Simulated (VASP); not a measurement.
**Zr2Mo: relaxation of cell and atoms with PBE**

Zr2Mo:

```
Zr Mo
1.0
     0.00000    3.62485    3.62485
     3.62485    0.00000    3.62485
     3.62485    3.62485    0.00000
Zr Mo
4 2
Direct
  0.62500 0.62500 0.62500
  0.12500 0.62500 0.62500
  0.62500 0.62500 0.12500
  0.62500 0.12500 0.62500
  0.00000 0.00000 0.00000
  0.25000 0.25000 0.25000
```

* Program: VASP 6.6.1
* Task: relaxation of cell and atoms
* Functional: PBE
* Potentials or basis: VASP PAW PBE potentials, release 64 (Zr_sv, Mo_sv)
* Cutoff: 600 eV
* k mesh: 4 × 4 × 4
* Occupations: gaussian, width 0.1 eV
* Spin: no spin polarisation
* Dipole correction: no
* Further INCAR settings: ALGO = Normal; EDIFF = 1e-06; IBRION = 2; EDIFFG = -0.04; NSW = 90; ISIF = 3

| Property | Result |
| --- | --- |
| Relaxed volume | 20.55 Å³/atom |
| Relaxed cell | a = 5.587 Å, b = 5.587 Å, c = 5.587 Å, α = 60.00°, β = 60.00°, γ = 60.00° |
| Space group after relaxing (to 0.1 Å) | Fd-3m (No. 227) |
| Energy gained by relaxing | 568.7 meV/atom |
| Ionic steps | 5 |
| Pressure after relaxing | 0.1 GPa |
| Band gap on the k mesh | zero (bands 38 and 39 overlap by 0.34 eV) |

The path:
```csv
step,energy change (eV),largest force (eV/Å),pressure (GPa),volume (Å³)
1,0.0000,0.0000,48.27,95.26
2,1.2741,0.0000,-20.49,177.60
3,-3.3964,0.0000,-2.13,125.78
4,-3.4116,0.0000,-0.51,123.95
5,-3.4124,0.0000,0.08,123.33
```

Final structure:
```
Zr Mo
1.0
     0.00000    3.95073    3.95073
     3.95073    0.00000    3.95073
     3.95073    3.95073    0.00000
Zr Mo
4 2
Direct
  0.62500 0.62500 0.62500
  0.12500 0.62500 0.62500
  0.62500 0.62500 0.12500
  0.62500 0.12500 0.62500
  0.00000 0.00000 0.00000
  0.25000 0.25000 0.25000
```

Levels at points of the mesh, in eV from the Fermi level:
```csv
k point,band 35,band 36,band 37,band 38,band 39,band 40,band 41,band 42
"(0.00, 0.00, 0.00)",-0.70,-0.70,-0.11,-0.11,-0.11,0.97,0.97,0.97
"(0.50, 0.00, 0.00)",-0.20,-0.20,-0.06,0.23,0.23,0.41,0.41,0.89
"(0.50, 0.50, 0.00)",-0.69,-0.69,-0.16,-0.16,0.58,0.58,0.96,0.96
```

Run time: 3 min on 1 thread of Intel(R) Xeon(R) 6975P-C (Granite Rapids), on a shared host, peak memory 0.27 GiB.

Caveat: the k points lie up to 0.34 Å⁻¹ apart in the final cell; the volume moved by over 15 % at a fixed basis, so the end points are rough.
